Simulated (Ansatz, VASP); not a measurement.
## One calculation of Pt, two programs

The input INCAR:

```
SYSTEM = Pt
  PREC = Accurate
  ENCUT = 520
  EDIFF = 1E-6
  ISMEAR = 0
  SIGMA = 0.15
  LREAL = .FALSE.
  LASPH = .TRUE.
  NELM = 80
  ALGO = Fast
  ISIF = 2
  LWAVE = .FALSE.
  LCHARG = .TRUE.
  GGA = PS
  LELF = .TRUE.
  LVHAR = .TRUE.
  NBANDS = 11
```

The input KPOINTS:

```
regular mesh
0
G
  20 20 20
  0 0 0
```

File POSCAR:

```
Pt
1.0
    0.0073421250      1.9579000000      1.9579000000
    1.9579000000      0.0073421250      1.9579000000
    1.9652421250      1.9652421250      0.0000000000
Pt
1
Direct
    0.0000000000      0.0000000000      0.0000000000
```

Input for Ansatz:

```yaml
crystal:
  lattice:
    - [0.007342125, 1.9579, 1.9579]
    - [1.9579, 0.007342125, 1.9579]
    - [1.965242125, 1.965242125, 0.0]
  atoms:
    - { symbol: Pt, position: [0.0, 0.0, 0.0] }
basis:
  ecutwfc: 420
kpoints:
  mp_grid: { grid: [20, 20, 20] }
hamiltonian:
  xc: pbesol
scf:
  occupations: { method: gaussian, width: 0.15 }
output:
  forces: true
  stress: true
  eigenvalues: true
```

Change from the starting cell: strain +0.0075 x Voigt [0, 0, 0, 0, 0, 1], atoms carried along.

Alike in both runs: task single point; functional PBEsol; k mesh 20 × 20 × 20; occupations gaussian, width 0.15 eV; no spin polarisation.

```csv
,VASP,Ansatz
version,VASP 6.6.1,Ansatz 0.2.0
potentials or method,"VASP PAW PBE potentials, release 64 (Pt), cutoff 520 eV","scalar-relativistic, plane waves, PAW"
valence electrons in the cell,10,18
```

VASP gave:

| Quantity | Value |
| --- | --- |
| gap on the k mesh at the Fermi level (eV) | none |
| pressure (GPa) | 0.2 |
| traceless stress, the component that is largest in VASP (GPa) | -0.61 |

Estimate Ansatz's values.

gap on the k mesh at the Fermi level (eV): none; pressure (GPa): 0.6; traceless stress, the component that is largest in VASP (GPa): -0.60.

VASP's potentials were made for PBE, not for PBEsol. A gap of «none» marks a metal or a gap that the smearing closes. VASP's potentials hold 10 valence electrons a cell and Ansatz's 18, so a difference there can come from the potentials and not from the codes.

Spin-orbit coupling is off throughout.
